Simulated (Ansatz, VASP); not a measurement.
Pd in VASP and in Ansatz

```
CELL_PARAMETERS angstrom
2.67727 0.00000 0.00000
-1.33864 2.31859 0.00000
0.00000 0.00000 4.46617
ATOMIC_POSITIONS crystal
Pd 0.33333 0.66667 0.25000
Pd 0.66667 0.33333 0.75000
```

Alike in both runs: task single point; functional revPBE; k mesh 15 × 15 × 8; occupations fermi-dirac, width 0.05 eV; collinear spin.

|  | VASP | Ansatz |
| --- | --- | --- |
| version | VASP 6.6.1 | Ansatz 0.2.0 |
| potentials or method | VASP PAW PBE potentials, release 64 (Pd), cutoff 520 eV | plane waves (420 eV) with PAW, scalar-relativistic |
| valence electrons in the cell | 20 | 36 |

```csv
,VASP,Ansatz,Ansatz less VASP
pressure (GPa),26.6,27.0,+0.40
"traceless stress, the component that is largest in VASP (GPa)",-0.08,-0.02,+0.066
net moment per atom (μB),0.17,0.16,-0.010
size of the moment on the site where the two differ most (μB),0.17,0.17,-0.005
```

VASP's potentials were made for PBE, not for revPBE. Site moments also hang on the region over which each program counts them. With one functional, cell and mesh, what is left measures potentials, basis and numerics. VASP's potentials hold 20 valence electrons a cell and Ansatz's 36, so a difference there can come from the potentials and not from the codes.
